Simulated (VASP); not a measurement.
Input of a VASP 6.6.1 run:

INCAR

```
SYSTEM = Ru
PREC = Accurate ; ENCUT = 520
EDIFF = 1E-7 ; ISMEAR = 0
SIGMA = 0.6 ; LREAL = .FALSE.
LASPH = .TRUE. ; NELM = 100
ALGO = Normal ; ISIF = 2
LWAVE = .FALSE. ; LCHARG = .FALSE.
NBANDS = 21
```

The input KPOINTS:

```
Automatic mesh
0
G
  13 13 8
  0 0 0
```

File POSCAR:

```
Ru
1.0
    2.6775346364      0.0000000000      0.0000000000
   -1.3387673182      2.3188130146      0.0000000000
    0.0000000000      0.0000000000      4.2181251212
Ru
2
Direct
    0.3333333333      0.6666666667      0.2500000000
    0.6666666667      0.3333333333      0.7500000000
```

Potentials or basis: VASP PAW LDA potentials, release 64 (Ru_pv).

The run is started by

```console
$ cat potpaw_LDA.64/Ru_pv/POTCAR > POTCAR
$ mpirun -np 1 vasp_std > vasp.out
```

Task: Predict the pressure.

Result: 2.1 GPa.

Task: Predict the band gap on the k mesh.

Result: Zero (bands 14 and 15 overlap by 3.29 eV).

Stress tensor (GPa, compression positive):
```
1.64 0.00 0.00
0.00 1.64 0.00
0.00 0.00 3.17
```

Caveat: so wide a smearing shifts energies and pressures.
